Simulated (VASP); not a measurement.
# Pb (Fm-3m) in VASP: notebook, part 2 of 2

VASP 6.6.1.

## Step 4: Single point, PBEsol+D3(BJ)

This run uses another cell than the first one, of 28.50 Å³/atom, 0.940 times its volume.

INCAR

```
ALGO = Normal
EDIFF = 1E-6
ENCUT = 520
GGA = PS
ISIF = 2
ISMEAR = -1
IVDW = 12
LASPH = True
LCHARG = False
LREAL = False
LWAVE = False
NBANDS = 13
NELM = 80
PREC = Accurate
SIGMA = 0.05
```

KPOINTS

```
k-points
0
Gamma
  9 9 9
```

POSCAR

```
Pb
1.0
    0.0000000000      2.4244444495      2.4244444495
    2.4244444495      0.0000000000      2.4244444495
    2.4244444495      2.4244444495      0.0000000000
Pb
1
Direct
    0.0000000000      0.0000000000      0.0000000000
```

Potentials or basis: VASP PAW PBE potentials, release 64 (Pb_d).

On the command line:

```console
> cat potpaw_PBE.64/Pb_d/POTCAR > POTCAR
> mpirun -np 1 vasp_std > vasp.out
```

OUTCAR:

```text
EDIFF = 1E-6
   ENCUT = 520
   GGA = PS
   ISIF = 2
   ISMEAR = -1
   IVDW = 12
   LASPH = True
   LREAL = False
   NELM = 80
   PREC = Accurate
 IVDW          = 12

 ion  position               nearest neighbor table
   1  0.000  0.000  0.000-

  LATTYP: Found a face centered cubic cell.
 ALAT       =     4.8488888990

  Lattice vectors:

 A1 = (   0.0000000000,   2.4244444495,   2.4244444495)
 A2 = (   2.4244444495,   0.0000000000,   2.4244444495)
 A3 = (   2.4244444495,   2.4244444495,   0.0000000000)

Analysis of symmetry for initial positions (statically):
[... 5 lines left out ...]
 face centered cubic supercell.

 Subroutine GETGRP returns: Found 48 space group operations
 (whereof 48 operations were pure point group operations)
 out of a pool of 48 trial point group operations.

The static configuration has the point symmetry O_h .

Analysis of symmetry for dynamics (positions and initial velocities):
[... 5 lines left out ...]
 face centered cubic supercell.

 Subroutine GETGRP returns: Found 48 space group operations
 (whereof 48 operations were pure point group operations)
 out of a pool of 48 trial point group operations.

The dynamic configuration has the point symmetry O_h .

 Subroutine INISYM returns: Found 48 space group operations
 (whereof 48 operations are pure point group operations),
 and found     1 'primitive' translations

----------------------------------------------------------------------------------------

                                     Primitive cell

  volume of cell :      28.5014

  direct lattice vectors                    reciprocal lattice vectors
     0.000000000  2.424444450  2.424444450    -0.206232814  0.206232814  0.206232814
     2.424444450  0.000000000  2.424444450     0.206232814 -0.206232814  0.206232814
     2.424444450  2.424444450  0.000000000     0.206232814  0.206232814 -0.206232814

  length of vectors
     3.428682222  3.428682222  3.428682222     0.357205711  0.357205711  0.357205711

  position of ions in fractional coordinates (direct lattice)
     0.000000000  0.000000000  0.000000000

  ion indices of the primitive-cell ions
[... 100 lines left out ...]
   LHFCALC =     F    Hartree Fock is set to
   AEXX    =    0.0000 exact exchange contribution
   IVDW    =    12    specifies the selected vdW correction
   LEPSILON=     F    determine dielectric tensor
   LRPA    =     F    only Hartree local field effects (RPA)
 non-spin polarized calculation
  energy-cutoff  :      520.00
  volume of cell :       28.50
 maximum number of plane-waves:       779
 NGX is ok and might be reduce to    28
   NGX = 13   NGY = 13   NGZ = 13

 number of electron      14.0000001 magnetization

 Free energy of the ion-electron system (eV)
  ---------------------------------------------------
  ext. energy  EPLUGINS =         0.00000000
  ---------------------------------------------------
  free energy    TOTEN  =        -4.00619828 eV

  energy without entropy =       -4.00290204  energy(sigma->0) =       -4.00455016

 E-fermi :   7.6276     XC(G=0): -10.6428

 val. band max:        7.6243328792   @ k =  -0.2222   0.3333   0.1111
 cond. band min:       7.9279414670   @ k =   0.3333   0.3333   0.0000
 fundamental gap:      0.3036085878
 Fermi energy:         7.6275575327

 k-point     1 :       0.0000    0.0000    0.0000
  band No.  band energies     occupation
      1      -9.2260      2.00000
      2      -9.2260      2.00000
      3      -9.2260      2.00000
      4      -9.0543      2.00000
      5      -9.0543      2.00000
      6      -4.3932      2.00000
      7      15.7222      0.00000
      8      15.7222      0.00000
      9      15.7222      0.00000
     10      17.6088      0.00000
     11      19.9261      0.00000
     12      20.7646      0.00000
     13      20.7646      0.00000
[... 354 lines left out ...]
  band No.  band energies     occupation
      1      -9.4225      2.00000
      2      -9.3162      2.00000
      3      -8.9100      2.00000
      4      -8.8645      2.00000
      5      -8.8645      2.00000
      6       0.6418      2.00000
      7       4.9419      2.00000
      8      10.0260      0.00000
      9      10.0260      0.00000
     10      13.4661      0.00000
     11      14.7094      0.00000
     12      26.4502      0.00000
     13      28.4961      0.00000

 [... further k-points ...]

------------------------ aborting loop because EDIFF is reached ----------------------------------------

 Edisp (eV)   -0.47079

 E8    (eV) :    -0.3441

  FORCE on cell =-STRESS in cart. coord.  units (eV):
  Direction    XX          YY          ZZ          XY          YZ          ZX
  --------------------------------------------------------------------------------------
  -------------------------------------------------------------------------------------
  Total      -0.01556    -0.01556    -0.01556    -0.00000    -0.00000     0.00000
  in kB      -0.87482    -0.87482    -0.87482    -0.00000    -0.00000     0.00000
  external pressure =       -0.87 kB  Pullay stress =        0.00 kB

 VOLUME and BASIS-vectors are now :
 -----------------------------------------------------------------------------
  energy-cutoff  :      520.00
  volume of cell :       28.50
      direct lattice vectors                 reciprocal lattice vectors
     0.000000000  2.424444450  2.424444450    -0.206232814  0.206232814  0.206232814
     2.424444450  0.000000000  2.424444450     0.206232814 -0.206232814  0.206232814
     2.424444450  2.424444450  0.000000000     0.206232814  0.206232814 -0.206232814

 POSITION                                       TOTAL-FORCE (eV/Angst)
 -----------------------------------------------------------------------------------
      0.00000      0.00000      0.00000        -0.000000      0.000000      0.000000
 -----------------------------------------------------------------------------------
    total drift:                               -0.000000     -0.000000     -0.000000

  FREE ENERGIE OF THE ION-ELECTRON SYSTEM (eV)
  ---------------------------------------------------
  free  energy   TOTEN  =        -4.4769895525 eV

  energy  without entropy=       -4.4736933160  energy(sigma->0) =       -4.47534143
```

OSZICAR:

```text
N       E                     dE             d eps       ncg     rms          rms(c)
DAV:   1     0.106112254502E+03    0.10611E+03   -0.71588E+03   931   0.128E+03
DAV:   2     0.954984484797E+00   -0.10516E+03   -0.10178E+03   945   0.309E+02
DAV:   3    -0.391690086808E+01   -0.48719E+01   -0.48559E+01  1118   0.722E+01
DAV:   4    -0.402183114761E+01   -0.10493E+00   -0.10491E+00  1132   0.112E+01
DAV:   5    -0.402593169614E+01   -0.41005E-02   -0.41004E-02  1227   0.204E+00    0.645E-01
DAV:   6    -0.401047845403E+01    0.15453E-01   -0.19249E-02  1183   0.256E+00    0.299E-01
DAV:   7    -0.400648143068E+01    0.39970E-02   -0.77276E-03  1175   0.149E+00    0.899E-02
DAV:   8    -0.400620087225E+01    0.28056E-03   -0.45281E-04  1405   0.347E-01    0.916E-03
DAV:   9    -0.400619863167E+01    0.22406E-05   -0.63991E-06  1171   0.467E-02    0.445E-03
DAV:  10    -0.400619827990E+01    0.35177E-06   -0.43660E-07   780   0.660E-03
   1 F= -.44769896E+01 E0= -.44753414E+01  d E =-.329624E-02
```

stdout:

```text
POSCAR found type information on POSCAR Pb
 POSCAR found :  1 types and       1 ions
 scaLAPACK will be used
 -----------------------------------------------------------------------------
|                                                                             |
|                                                                             |
|     You enforced a specific xc type in the INCAR file but a different       |
|     I HOPE YOU KNOW WHAT YOU ARE DOING!                                     |
|                                                                             |
 -----------------------------------------------------------------------------

 LDA part: xc-table for (Slater+PW92), standard interpolation
 POSCAR, INCAR and KPOINTS ok, starting setup
 FFT: planning ... GRIDC
 FFT: planning ... GRID_SOFT
 FFT: planning ... GRID
 WAVECAR not read
 entering main loop
```

Wall time 5.9 s (1 thread of Intel Xeon 6975P-C, shared host); peak memory 0.17 GiB.

What came out:

```
Free energy                : -4.4770 eV
Pressure                   : -0.1 GPa
Band gap on the k mesh     : zero (band 7 reaches 15.72 eV, above the bottom of band 8 at 6.13 eV)
Dispersion energy per atom : -0.471 eV
```

Caveat: the PAW data sets were made with another functional, which shifts forces and pressure a little; spin-orbit coupling is left out, which moves the levels of the heavy elements; pairwise dispersion overbinds metals, which lowers pressure and volume.

## Step 5: Single point, PBEsol+D3(BJ)

This run uses another cell than the first one, of 28.64 Å³/atom, 0.944 times its volume.

INCAR

```
  PREC = Accurate
  ENCUT = 520
  EDIFF = 1E-6
  ISMEAR = -1
  SIGMA = 0.05
  LREAL = F
  LASPH = T
  NELM = 100
  ALGO = Fast
  ISIF = 2
  LWAVE = F
  LCHARG = F
  GGA = PS
  IVDW = 12
  NBANDS = 13
```

KPOINTS

```
Automatic mesh
0
Gamma
  9 9 9
```

POSCAR

```
Pb
1.0
    0.0000000000      2.4282541172      2.4282541172
    2.4282541172      0.0000000000      2.4282541172
    2.4282541172      2.4282541172      0.0000000000
Pb
1
Direct
    0.0000000000      0.0000000000      0.0000000000
```

On the command line:

```console
> cat potpaw_PBE.64/Pb_d/POTCAR > POTCAR
> mpirun -np 1 vasp_std > vasp.out
```

Run time: 8.4 s. Hardware: 1 thread of Intel Xeon 6975P-C, shared host; peak memory 0.17 GiB.

It converged, with:

```yaml
Free_energy: -4.4769 eV
Pressure: -0.3 GPa
Band_gap_on_the_k_mesh: zero (band 7 reaches 15.63 eV, above the bottom of band 8 at 6.08 eV)
Dispersion_energy_per_atom: -0.468 eV
```

Levels at points of the mesh, in eV from the Fermi level:
| k point | band 3 | band 4 | band 5 | band 6 | band 7 | band 8 | band 9 | band 10 | band 11 | band 12 |
| --- | --- | --- | --- | --- | --- | --- | --- | --- | --- | --- |
| (0.00, 0.00, 0.00) | -16.85 | -16.68 | -16.68 | -11.99 | 8.05 | 8.05 | 8.05 | 9.98 | 12.24 | 13.10 |

Caveat: three body term missing; the PAW data sets were made with another functional, which shifts forces and pressure a little; spin-orbit coupling is left out, which moves the levels of the heavy elements; pairwise dispersion overbinds metals, which lowers pressure and volume.

## Step 6: Overview

```csv
task,level,cell,cutoff (eV),gap on the mesh (eV),pressure (GPa)
relaxation of cell and atoms,BLYP+D4,"relaxed from a = 3.500 Å, angles 60.0°, 1 atom",600,none,0.0
single point,PBEsol,"a = 3.569 Å, angles 60.0°, 1 atom",520,none,-2.9
single point,PBEsol+D3(BJ),"a = 3.429 Å, angles 60.0°, 1 atom",520,none,-0.1
single point,PBEsol+D3(BJ),"a = 3.434 Å, angles 60.0°, 1 atom",520,none,-0.3
```

Alike in all rows: potentials or basis VASP PAW PBE potentials, release 64 (Pb_d); no spin polarisation; k mesh 9 × 9 × 9; smearing fermi-dirac 0.05 eV.

Caveats: the PAW data sets were made with another functional, which shifts forces and pressure a little; spin-orbit coupling is left out, which moves the levels of the heavy elements; pairwise dispersion overbinds metals, which lowers pressure and volume (some runs); three body term missing (some runs).

Absolute energies hang on the potentials; compare differences alone.

## Step 7: How close it comes

Step 2. The cell as given is a measured one (30.32 Å³/atom); BLYP+D4 puts the equilibrium volume +4.4 % from it, thermal expansion not counted.
